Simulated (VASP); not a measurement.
# Al3Cu2 (P-3m1) in VASP: notebook, part 2 of 2

VASP 6.6.1.

**3. Single point, PBEsol (strain -0.080 along x and y, -0.080 along z)**

The input, INCAR:

```
SYSTEM = Al3Cu2
ALGO = Fast
EDIFF = 1E-6
ENCUT = 520
GGA = PS
ISIF = 2
ISMEAR = 0
LASPH = .True.
LCHARG = .True.
LELF = .True.
LREAL = .False.
LVHAR = .True.
LWAVE = .False.
NBANDS = 24
NELM = 100
PREC = Accurate
SIGMA = 0.15
```

The input, KPOINTS:

```
k-points
0
Gamma
  12 12 10
  0 0 0
```

The input, POSCAR:

```
Al3Cu2
1.0
    3.7706987475      0.0000000000      0.0000000000
   -1.8853493737      3.2655209053      0.0000000000
    0.0000000000      0.0000000000      4.5835327975
Al Cu
3 2
Direct
    0.0000000000      0.0000000000      0.0000000000
    0.3333333333      0.6666666667      0.3515059889
    0.6666666667      0.3333333333      0.6484940111
    0.3333333333      0.6666666667      0.8422899951
    0.6666666667      0.3333333333      0.1577100049
```

Potentials or basis: VASP PAW PBE potentials, release 64 (Al, Cu).

Started as:

```
> cat potpaw_PBE.64/Al/POTCAR potpaw_PBE.64/Cu/POTCAR > POTCAR
> mpirun -np 1 vasp_std > vasp.out
```

OUTCAR:

```text
SYSTEM = Al3Cu2
   EDIFF = 1E-6
   ENCUT = 520
   GGA = PS
   ISIF = 2
   ISMEAR = 0
   LASPH = .True.
   LREAL = .False.
   NELM = 100
   PREC = Accurate

 ion  position               nearest neighbor table
   1  0.000  0.000  0.000-   4 2.29   5 2.29   4 2.29   5 2.29   5 2.29   4 2.29   2 2.71   3 2.71
                             2 2.71   3 2.71   2 2.71   3 2.71
   2  0.333  0.667  0.352-   4 2.25   4 2.33   5 2.35   5 2.35   5 2.35   3 2.57   3 2.57   3 2.57
                             1 2.71   1 2.71   1 2.71
   3  0.667  0.333  0.648-   5 2.25   5 2.33   4 2.35   4 2.35   4 2.35   2 2.57   2 2.57   2 2.57
                             1 2.71   1 2.71   1 2.71
   4  0.333  0.667  0.842-   2 2.25   1 2.29   1 2.29   1 2.29   2 2.33   3 2.35   3 2.35   3 2.35
                             5 2.61   5 2.61   5 2.61
   5  0.667  0.333  0.158-   3 2.25   1 2.29   1 2.29   1 2.29   3 2.33   2 2.35   2 2.35   2 2.35
                             4 2.61   4 2.61   4 2.61

  LATTYP: Found a hexagonal cell.
 ALAT       =     3.7706987475
 C/A-ratio  =     1.2155658949

  Lattice vectors:

 A1 = (   3.7706987475,   0.0000000000,   0.0000000000)
 A2 = (  -1.8853493737,   3.2655209053,   0.0000000000)
 A3 = (   0.0000000000,   0.0000000000,   4.5835327975)

Analysis of symmetry for initial positions (statically):
=====================================================================
 Subroutine PRICEL returns:
 Original cell was already a primitive cell.

 Routine SETGRP: Setting up the symmetry group for a
 hexagonal supercell.

 Subroutine GETGRP returns: Found 12 space group operations
 (whereof 12 operations were pure point group operations)
 out of a pool of 24 trial point group operations.

The static configuration has the point symmetry D_3d.

Analysis of symmetry for dynamics (positions and initial velocities):
=====================================================================
 Subroutine PRICEL returns:
 Original cell was already a primitive cell.

 Routine SETGRP: Setting up the symmetry group for a
 hexagonal supercell.

 Subroutine GETGRP returns: Found 12 space group operations
 (whereof 12 operations were pure point group operations)
 out of a pool of 24 trial point group operations.

The dynamic configuration has the point symmetry D_3d.

 Subroutine INISYM returns: Found 12 space group operations
 (whereof 12 operations are pure point group operations),
 and found     1 'primitive' translations

----------------------------------------------------------------------------------------

                                     Primitive cell

  volume of cell :      56.4384

  direct lattice vectors                    reciprocal lattice vectors
     3.770698748  0.000000000  0.000000000     0.265202836  0.153114929  0.000000000
    -1.885349374  3.265520905  0.000000000     0.000000000  0.306229857  0.000000000
     0.000000000  0.000000000  4.583532798     0.000000000  0.000000000  0.218172323

  length of vectors
     3.770698748  3.770698747  4.583532798     0.306229857  0.306229857  0.218172323

  position of ions in fractional coordinates (direct lattice)
     0.000000000  0.000000000  0.000000000
[... 36 lines left out ...]

 Found    162 irreducible k-points:

 Following reciprocal coordinates:
            Coordinates               Weight
  0.000000  0.000000  0.000000      1.000000
  0.083333 -0.000000  0.000000      6.000000
  0.166667 -0.000000  0.000000      6.000000
  0.250000 -0.000000  0.000000      6.000000
  0.333333 -0.000000  0.000000      6.000000
  0.416667  0.000000  0.000000      6.000000
[... 16 lines left out ...]
  0.166667 -0.000000  0.100000      6.000000
  0.000000  0.166667  0.100000      6.000000
 [... further k-points ...]
   k-points           NKPTS =    162   k-points in BZ     NKDIM =    162   number of bands    NBANDS=     24
   number of dos      NEDOS =    301   number of ions     NIONS =      5
   total plane-waves  NPLWV =  28224
   dimension x,y,z NGX =    28 NGY =   28 NGZ =   36
   dimension x,y,z NGXF=    56 NGYF=   56 NGZF=   72
   ions per type =               3   2
   NGX,Y,Z   is equivalent  to a cutoff of  12.34, 12.34, 13.06 a.u.
   NGXF,Y,Z  is equivalent  to a cutoff of  24.69, 24.69, 26.11 a.u.
 SYSTEM =  Al3Cu2
   PREC   = accura    normal or accurate (medium, high low for compatibility)
   ISTART =      0    job   : 0-new  1-cont  2-samecut
   ICHARG =      2    charge: 1-file 2-atom 10-const
   ISPIN  =      1    spin polarized calculation?
   LNONCOLLINEAR =      F non collinear calculations
   LSORBIT =      F    spin-orbit coupling
   LASPH  =      T    aspherical Exc in radial PAW
   ENCUT  =  520.0 eV  38.22 Ry    6.18 a.u.   7.01  7.01  8.52*2*pi/ulx,y,z
   NELM   =    100;   NELMIN=  2; NELMDL= -5     # of ELM steps
   EDIFF  = 0.1E-05   stopping-criterion for ELM
   LREAL  =      F    real-space projection
   EDIFFG = 0.1E-04   stopping-criterion for IOM
   NSW    =      0    number of steps for IOM
   IBRION =     -1    ionic relax: 0-MD 1-quasi-New 2-CG
   NFREE  =      0    steps in history (QN), initial steepest desc. (CG)
   ISIF   =      2    stress and relaxation
   ISYM   =      2    0-nonsym 1-usesym 2-fastsym
   POTIM  = 0.5000    time-step for ionic-motion
   TEBEG  =    0.0;   TEEND  =   0.0 temperature during run
   PSTRESS=    0.0 pullay stress
   NELECT =      31.0000    total number of electrons
   NUPDOWN=      -1.0000    fix difference up-down
   EMIN   =  10.00;   EMAX   =-10.00  energy-range for DOS
   EFERMI =   0.00;   METHOD = LEGACY
   ISMEAR =     0;   SIGMA  =   0.15  broadening in eV -4-tet -1-fermi 0-gaus
   EFERMI_NEDOS =   21; number of points for ismear=-14 and -15
   IALGO  =     68    algorithm
   IMIX   =      4    mixing-type and parameters
     AMIX     =   0.40;   BMIX     =  1.00
     AMIX_MAG =   1.60;   BMIX_MAG =  1.00
  volume/ion in A,a.u.               =      11.29        76.17
  Fermi-wavevector in a.u.,A,eV,Ry     =   1.340717  2.533588 24.456780  1.797523
  Thomas-Fermi vector in A             =   2.469008
   LORBIT       =      0    0 simple, 1 ext, 2 COOP (PROOUT), +10 PAW based schemes
   GGA     = PS    functional components
   LHFCALC =     F    Hartree Fock is set to
   AEXX    =    0.0000 exact exchange contribution
   IVDW    =     0    specifies the selected vdW correction
   LEPSILON=     F    determine dielectric tensor
   LRPA    =     F    only Hartree local field effects (RPA)
 non-spin polarized calculation
 RMM-DIIS sequential band-by-band and
 Gauss-broadening in eV      SIGMA  =   0.15
  energy-cutoff  :      520.00
  volume of cell :       56.44
 maximum number of plane-waves:      1533
   NGX = 13   NGY = 13   NGZ = 17

 number of electron      30.9999996 magnetization

 Free energy of the ion-electron system (eV)
  ---------------------------------------------------
  ext. energy  EPLUGINS =         0.00000000
  ---------------------------------------------------
  free energy    TOTEN  =       -19.69457141 eV

  energy without entropy =      -19.68425438  energy(sigma->0) =      -19.68941290

 E-fermi :  11.4767     XC(G=0): -12.2171

 val. band max:       11.4767238086   @ k =   0.0000   0.4167   0.2000
 cond. band min:      11.5033387676   @ k =   0.3333   0.1667   0.1000
 fundamental gap:      0.0266149590
 Fermi energy:        11.4767267039

 k-point     1 :       0.0000    0.0000    0.0000
  band No.  band energies     occupation
      1      -1.7583      2.00000
      2       3.6072      2.00000
      3       4.4345      2.00000
      4       4.6867      2.00000
      5       4.6867      2.00000
      6       5.0648      2.00000
[... 637 lines left out ...]
     23      18.0897      0.00000
     24      18.5551      0.00000

 [... further k-points ...]

------------------------ aborting loop because EDIFF is reached ----------------------------------------

  FORCE on cell =-STRESS in cart. coord.  units (eV):
  Direction    XX          YY          ZZ          XY          YZ          ZX
  --------------------------------------------------------------------------------------
  -------------------------------------------------------------------------------------
  Total       17.4219168     17.4219168     18.2169565      0.0000000      0.0000000      0.0000000
  in kB      494.5746705    494.5746705    517.1443159      0.0000000      0.0000000      0.0000000
  external PRESSURE =     502.0978856 kB  Pullay stress =       0.0000000 kB

 VOLUME and BASIS-vectors are now :
 -----------------------------------------------------------------------------
  energy-cutoff  :      520.00
  volume of cell :       56.44
      direct lattice vectors                 reciprocal lattice vectors
     3.770698748  0.000000000  0.000000000     0.265202836  0.153114929  0.000000000
    -1.885349374  3.265520905  0.000000000     0.000000000  0.306229857  0.000000000
     0.000000000  0.000000000  4.583532798     0.000000000  0.000000000  0.218172323

 POSITION                                       TOTAL-FORCE (eV/Angst)
 -----------------------------------------------------------------------------------
      0.00000      0.00000      0.00000         0.000000      0.000000      0.000000
     -0.00000      2.17701      1.61114         0.000000      0.000000      0.269614
      1.88535      1.08851      2.97239        -0.000000     -0.000000     -0.269614
     -0.00000      2.17701      3.86066        -0.000000      0.000000      0.093261
      1.88535      1.08851      0.72287         0.000000     -0.000000     -0.093261
 -----------------------------------------------------------------------------------
    total drift:                                0.000000     -0.000000     -0.000000

  FREE ENERGIE OF THE ION-ELECTRON SYSTEM (eV)
  ---------------------------------------------------
  free  energy   TOTEN  =       -19.6945714127 eV

  energy  without entropy=      -19.6842543823  energy(sigma->0) =      -19.68941290
```

OSZICAR:

```text
N       E                     dE             d eps       ncg     rms          rms(c)
DAV:   1     0.187066564898E+03    0.18707E+03   -0.12632E+04  7920   0.162E+03
DAV:   2    -0.127132959578E+02   -0.19978E+03   -0.18547E+03  7864   0.308E+02
DAV:   3    -0.252828629319E+02   -0.12570E+02   -0.12008E+02 10056   0.980E+01
[... 12 lines left out ...]
RMM:  16    -0.196945871757E+02    0.72167E-04   -0.14076E-04 11417   0.110E-01    0.493E-02
RMM:  17    -0.196945757591E+02    0.11417E-04   -0.36456E-05  9797   0.370E-02    0.951E-02
RMM:  18    -0.196945758489E+02   -0.89734E-07   -0.22762E-05  9912   0.254E-02    0.643E-02
RMM:  19    -0.196945707320E+02    0.51169E-05   -0.93932E-06  9369   0.388E-02    0.877E-03
RMM:  20    -0.196945714127E+02   -0.68067E-06   -0.63789E-06  8848   0.151E-02
   1 F= -.19694571E+02 E0= -.19689413E+02  d E =-.103170E-01
```

stdout:

```text
POSCAR found type information on POSCAR AlCu
 POSCAR found :  2 types and       5 ions
 scaLAPACK will be used
 -----------------------------------------------------------------------------
|                                                                             |
|                                                                             |
|     You enforced a specific xc type in the INCAR file but a different       |
|     I HOPE YOU KNOW WHAT YOU ARE DOING!                                     |
|                                                                             |
 -----------------------------------------------------------------------------

 LDA part: xc-table for (Slater+PW92), standard interpolation
 POSCAR, INCAR and KPOINTS ok, starting setup
 FFT: planning ... GRIDC
 FFT: planning ... GRID_SOFT
 FFT: planning ... GRID
 WAVECAR not read
 entering main loop
WARNING in EDDRMM: call to ZHEGV failed, returncode =   8  4     23
WARNING in EDDRMM: call to ZHEGV failed, returncode =   8  4     23
WARNING in EDDRMM: call to ZHEGV failed, returncode =   6  3     23
```

Run time: 2.3 min. Hardware: 1 thread of Intel Xeon 6975P-C (Granite Rapids), shared host; peak memory 0.3 GiB.

Results:

| Property | Result |
| --- | --- |
| Free energy | -19.6946 eV |
| Pressure | 50.2 GPa |
| Largest force | 0.270 eV/Å |
| Band gap on the k mesh | zero (an odd number of electrons rules out a gap without spin polarisation) |

Forces in eV/Å, atoms in the order of the input:
```
Al   0.000  0.000  0.000
Al   0.000  0.000  0.270
Al   0.000  0.000 -0.270
Cu   0.000  0.000  0.093
Cu   0.000  0.000 -0.093
```

Stress tensor (GPa, compression positive):
```
49.46  0.00  0.00
 0.00 49.46  0.00
 0.00  0.00 51.71
```

Levels at points of the mesh, in eV from the Fermi level:
| k point | band 12 | band 13 | band 14 | band 15 | band 16 | band 17 | band 18 | band 19 |
| --- | --- | --- | --- | --- | --- | --- | --- | --- |
| (0.00, 0.00, 0.00) | -4.45 | -4.35 | -0.37 | -0.37 | 1.56 | 1.56 | 3.94 | 3.98 |
| (0.50, 0.00, 0.00) | -5.03 | -3.78 | -3.66 | -3.03 | -0.62 | 0.28 | 0.84 | 3.38 |
| (0.00, 0.00, 0.50) | -5.14 | 1.14 | 1.14 | 1.37 | 1.37 | 1.65 | 3.19 | 3.19 |
| (0.50, 0.00, 0.50) | -5.19 | -5.03 | -4.16 | -2.23 | -0.19 | 0.90 | 1.67 | 5.77 |

Caveat: the cell differs from its parent crystal (strain -0.080 along x and y, -0.080 along z); the cell stands under pressure; the PAW data sets were made with another functional, which shifts forces and pressure a little.

**4. Single point, PBEsol (strain -0.080 along x and y, -0.040 along z)**

The input, INCAR:

```
PREC = Accurate ; ENCUT = 520
EDIFF = 1E-7 ; ISMEAR = 0
SIGMA = 0.15 ; LREAL = F
LASPH = T ; NELM = 100
ALGO = Fast ; ISIF = 2
LWAVE = F ; LCHARG = F
GGA = PS ; NBANDS = 24
```

The input, KPOINTS:

```
regular mesh
0
Gamma
  12 12 10
```

POSCAR: that of step 3 with these lines changed.

```diff
@@ -4,3 +4,3 @@
    -1.8853493737      3.2655209053      0.0000000000
-    0.0000000000      0.0000000000      4.5835327975
+    0.0000000000      0.0000000000      4.7828168322
 Al Cu
```

Started as:

```
> cat potpaw_PBE.64/Al/POTCAR potpaw_PBE.64/Cu/POTCAR > POTCAR
> mpirun -np 1 vasp_std > vasp.out
```

It took 2.6 min on 1 thread of Intel Xeon 6975P-C (Granite Rapids), shared host; peak memory 0.3 GiB.

Results (log left out):

```
Free energy            : -20.3045 eV
Pressure               : 38.1 GPa
Largest force          : 0.275 eV/Å
Band gap on the k mesh : zero (an odd number of electrons rules out a gap without spin polarisation)
```

Forces in eV/Å, atoms in the order of the input:
```
Al   0.000  0.000  0.000
Al   0.000  0.000  0.275
Al   0.000  0.000 -0.275
Cu   0.000  0.000 -0.140
Cu   0.000  0.000  0.140
```

Stress tensor (GPa, compression positive):
```
42.58  0.00  0.00
 0.00 42.58  0.00
 0.00  0.00 29.27
```

Levels at points of the mesh, in eV from the Fermi level:
| k point | band 13 | band 14 | band 15 | band 16 | band 17 | band 18 |
| --- | --- | --- | --- | --- | --- | --- |
| (0.00, 0.00, 0.00) | -4.35 | -0.01 | -0.01 | 1.85 | 1.85 | 4.14 |
| (0.50, 0.00, 0.00) | -3.74 | -3.38 | -3.11 | -0.82 | 0.16 | 0.85 |
| (0.00, 0.00, 0.50) | 1.26 | 1.43 | 1.43 | 1.57 | 1.57 | 2.68 |
| (0.50, 0.00, 0.50) | -4.89 | -4.04 | -2.00 | -0.09 | 1.07 | 1.82 |

Caveat: the cell differs from its parent crystal (strain -0.080 along x and y, -0.040 along z); the stress differs along the axes, from 29 to 43 GPa; the PAW data sets were made with another functional, which shifts forces and pressure a little.

**5. Single point, PBEsol (strain -0.080 along x and y, +0.000 along z)**

The input, INCAR:

```
SYSTEM = Al3Cu2
PREC = Accurate ; ENCUT = 520
EDIFF = 1E-6 ; ISMEAR = 0
SIGMA = 0.15 ; LREAL = .False.
LASPH = .True. ; NELM = 100
ALGO = Fast ; ISIF = 2
LWAVE = .False. ; LCHARG = .False.
GGA = PS ; NBANDS = 24
```

The input, KPOINTS:

```
Automatic mesh
0
Gamma
  12 12 10
  0 0 0
```

POSCAR: that of step 4 with these lines changed.

```diff
@@ -4,3 +4,3 @@
    -1.8853493737      3.2655209053      0.0000000000
-    0.0000000000      0.0000000000      4.7828168322
+    0.0000000000      0.0000000000      4.9821008669
 Al Cu
```

Started as:

```
> cat potpaw_PBE.64/Al/POTCAR potpaw_PBE.64/Cu/POTCAR > POTCAR
> mpirun -np 1 vasp_std > vasp.out
```

It took 2.7 min on 1 thread of Intel Xeon 6975P-C (Granite Rapids), shared host; peak memory 0.31 GiB.

It converged, with:

```
Free energy            : -20.6291 eV
Pressure               : 28.9 GPa
Largest force          : 0.301 eV/Å
Band gap on the k mesh : zero (an odd number of electrons rules out a gap without spin polarisation)
```

Forces in eV/Å, atoms in the order of the input:
```
Al   0.000  0.000  0.000
Al   0.000  0.000  0.251
Al   0.000  0.000 -0.251
Cu   0.000  0.000 -0.301
Cu   0.000  0.000  0.301
```

Stress tensor (GPa, compression positive):
```
36.19  0.00  0.00
 0.00 36.19  0.00
 0.00  0.00 14.19
```

Levels at points of the mesh, in eV from the Fermi level:
```tsv
k point	band 13	band 14	band 15	band 16	band 17	band 18
(0.00, 0.00, 0.00)	-4.25	0.34	0.34	2.12	2.12	4.30
(0.50, 0.00, 0.00)	-3.77	-3.16	-3.01	-1.00	-0.07	1.02
(0.00, 0.00, 0.50)	0.82	1.71	1.71	1.76	1.76	2.07
(0.50, 0.00, 0.50)	-4.75	-3.93	-1.78	0.01	1.23	1.97
```

Caveat: the cell differs from its parent crystal (strain -0.080 along x and y, +0.000 along z); the stress differs along the axes, from 14 to 36 GPa; the PAW data sets were made with another functional, which shifts forces and pressure a little.

**6. Summary**

| level | U | cell | cutoff (eV) | smearing | gap on the mesh (eV) | pressure (GPa) | largest force (eV/Å) |
| --- | --- | --- | --- | --- | --- | --- | --- |
| PBEsol+U | Cu d U = 1.0 eV | a = 3.771, b = 3.771, c = 5.181 Å, angles 90.0, 90.0, 120.0°, 5 atoms | 600 | methfessel-paxton 0.15 eV | none | 21.6 | 0.37 |
| PBEsol | - | a = 3.771, b = 3.771, c = 4.584 Å, angles 90.0, 90.0, 120.0°, 5 atoms | 520 | gaussian 0.15 eV | none | 50.2 | 0.27 |
| PBEsol | - | a = 3.771, b = 3.771, c = 4.783 Å, angles 90.0, 90.0, 120.0°, 5 atoms | 520 | gaussian 0.15 eV | none | 38.1 | 0.27 |
| PBEsol | - | a = 3.771, b = 3.771, c = 4.982 Å, angles 90.0, 90.0, 120.0°, 5 atoms | 520 | gaussian 0.15 eV | none | 28.9 | 0.30 |

Alike in all rows: task single point; potentials or basis VASP PAW PBE potentials, release 64 (Al, Cu); no spin polarisation; k mesh 12 × 12 × 10.

Caveats: the PAW data sets were made with another functional, which shifts forces and pressure a little; the stress differs along the axes, from 5 to 30 GPa (at least some runs); U without spin polarisation on a metal has little footing (at least some runs); the U is typed as a test and isn't derived for this compound (at least some runs); the cell stands under pressure (at least some runs); the stress differs along the axes, from 29 to 43 GPa (at least some runs); the stress differs along the axes, from 14 to 36 GPa (at least some runs).

Absolute energies hang on the potentials; compare differences alone.

The gap in the log of VASP goes by the Fermi energy; the results here count the filled bands.